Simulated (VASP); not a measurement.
A run of VASP 6.6.1 is set up as follows.

INCAR

```
SYSTEM = Mg3Ge2
PREC = Accurate
ENCUT = 520
EDIFF = 1E-6
ISMEAR = 0
SIGMA = 0.2846
LREAL = .False.
LASPH = .True.
NELM = 60
ALGO = Normal
ISIF = 2
LWAVE = .False.
LCHARG = .False.
GGA = PE
NBANDS = 25
```

The input KPOINTS:

```
regular mesh
0
Gamma
  5 5 3
  0 0 0
```

The input POSCAR:

```
Mg3Ge2
1.0
    2.1009340000      3.6389200000      0.0000000000
   -2.1009340000      3.6389200000      0.0000000000
    0.0000000000      0.0000000000      6.6423140000
Mg Ge
3 2
Direct
    0.0000000000      0.0000000000      0.0000000000
    0.3333000000      0.3334000000      0.6300000000
    0.6667000000      0.6666000000      0.3700000000
    0.3333000000      0.3334000000      0.2350000000
    0.6667000000      0.6666000000      0.7650000000
```

Potentials or basis: VASP PAW PBE potentials, release 64 (Mg, Ge_d).

Launch:

```sh
$ cat potpaw_PBE.64/Mg/POTCAR potpaw_PBE.64/Ge_d/POTCAR > POTCAR
$ mpirun -np 1 vasp_std > vasp.out
```

What does it give for the pressure?

6.5 GPa.

What does it give for the band gap on the k mesh?

Zero (band 17 reaches 4.70 eV, above the bottom of band 18 at 2.65 eV).

What does it give for the largest force?

1.038 eV/Å.

Forces in eV/Å, atoms in the order of the input:
```
Mg   0.000  0.000  0.000
Mg   0.003 -0.001  0.537
Mg  -0.003  0.001 -0.537
Ge   0.002 -0.001 -1.038
Ge  -0.002  0.001  1.038
```

Caveat: forces of over 1 eV/Å act on the atoms, so gaps and moduli don't describe the material at rest.
